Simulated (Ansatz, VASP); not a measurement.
# One calculation of Cs2InI2Br4, two programs

The input POSCAR:

```
Cs2InI2Br4
1.0
   -4.2470390000      4.2470390000      4.5450460000
    4.2470390000     -4.2470390000      4.5450460000
    4.2470390000      4.2470390000     -4.5450460000
In I Cs Br
1 2 2 4
Direct
    0.0000000000      0.0000000000      0.0000000000
    0.3481500000      0.3481500000      0.0000000000
    0.6518500000      0.6518500000      0.0000000000
    0.7500000000      0.2500000000      0.5000000000
    0.2500000000      0.7500000000      0.5000000000
    0.2035600000      0.2035600000      0.4071200000
    0.2035600000      0.7964400000      0.0000000000
    0.7964400000      0.7964400000      0.5928800000
    0.7964400000      0.2035600000      0.0000000000
```

Contents of INCAR.step1:

```
SYSTEM = Cs2InI2Br4
PREC     = Accurate       ! precision mode
ENCUT    = 550            ! plane-wave cutoff, eV
ISMEAR   = 1              ! smearing method
SIGMA    = 0.06           ! smearing width, eV
LREAL    = .FALSE.        ! projectors in reciprocal space
LASPH    = .TRUE.         ! aspherical terms in the spheres
NELM     = 120            ! most SCF steps
NBANDS   = 46             ! bands
GGA      = PE             ! functional
ALGO     = Normal         ! electronic algorithm
EDIFF    = 1E-5           ! SCF threshold, eV
LWAVE    = .TRUE.         ! write WAVECAR
LCHARG   = .FALSE.        ! write CHGCAR
GGA_COMPAT= .FALSE.
```

Contents of INCAR.step2:

```
SYSTEM = Cs2InI2Br4
PREC     = Accurate       ! precision mode
ENCUT    = 550            ! plane-wave cutoff, eV
EDIFF    = 1E-6           ! SCF threshold, eV
ISMEAR   = 1              ! smearing method
SIGMA    = 0.06           ! smearing width, eV
LREAL    = .FALSE.        ! projectors in reciprocal space
LASPH    = .TRUE.         ! aspherical terms in the spheres
NELM     = 120            ! most SCF steps
ALGO     = Normal         ! electronic algorithm
ISIF     = 2              ! what is computed and relaxed
LWAVE    = .FALSE.        ! write WAVECAR
LCHARG   = .TRUE.         ! write CHGCAR
METAGGA  = R2SCAN         ! meta-GGA
LMIXTAU  = .TRUE.       
LELF     = .TRUE.         ! ELF
LVHAR    = .TRUE.       
NBANDS   = 46             ! bands
ISTART   = 1            
GGA_COMPAT= .FALSE.
```

KPOINTS

```
Automatic mesh
0
G
  3 3 3
  0 0 0
```

Input for Ansatz:

```yaml
crystal:
  lattice:
    - [-4.247039, 4.247039, 4.545046]
    - [4.247039, -4.247039, 4.545046]
    - [4.247039, 4.247039, -4.545046]
  atoms:
    - { symbol: In, position: [0.0, 0.0, 0.0] }
    - { symbol: I, position: [0.34815, 0.34815, 0.0] }
    - { symbol: I, position: [0.65185, 0.65185, 0.0] }
    - { symbol: Cs, position: [0.75, 0.25, 0.5] }
    - { symbol: Cs, position: [0.25, 0.75, 0.5] }
    - { symbol: Br, position: [0.20356, 0.20356, 0.40712] }
    - { symbol: Br, position: [0.20356, 0.79644, 0.0] }
    - { symbol: Br, position: [0.79644, 0.79644, 0.59288] }
    - { symbol: Br, position: [0.79644, 0.20356, 0.0] }
  symmetry: { tolerance: 0.0003 }
kpoints:
  mp_grid: { grid: [3, 3, 3], shift: [0, 0, 0] }
magnetization:
  spin_polarized: false
scf:
  occupations: { method: methfessel_paxton, width: 0.06 }
hamiltonian:
  pseudopotentials: { kind: paw }
  xc: r2scan
basis:
  ecutwfc: 500
output:
  forces: true
  stress: true
  eigenvalues: true
  write_density: true
  write_potential: true
  elf: true
  volumetric_format: npy
```

Alike in both runs: task single point; functional r2SCAN; k mesh 3 × 3 × 3; occupations methfessel-paxton of order 1, width 0.06 eV; no spin polarisation.

|  | VASP | Ansatz |
| --- | --- | --- |
| version | VASP 6.6.1 | Ansatz 0.2.0 |
| potentials or method | VASP PAW PBE potentials, release 64 (In_d, I, Cs_sv, Br), cutoff 550 eV | PAW plane waves |
| valence electrons in the cell | 73 | 93 |

Ansatz gave:

| Quantity | Value |
| --- | --- |
| gap on the k mesh at the Fermi level (eV) | none |
| pressure (GPa) | 4.9 |
| traceless stress, the component that is largest in VASP (GPa) | -1.26 |
| rms of the force components (eV/Å) | 0.994 |

Problem. Estimate VASP's values.

Solution. gap on the k mesh at the Fermi level (eV): none; pressure (GPa): 5.0; traceless stress, the component that is largest in VASP (GPa): -1.27; rms of the force components (eV/Å): 0.996.

VASP's potentials were made for PBE, not for r2SCAN. Atom by atom the forces differ by 0.004 eV/Å (rms over components). A gap of «none» marks a metal or a gap that the smearing closes. With one functional, cell and mesh, what is left measures potentials, basis and numerics. VASP's potentials hold 73 valence electrons a cell and Ansatz's 93, so a difference there can come from the potentials and not from the codes.

Spin-orbit coupling is off throughout.
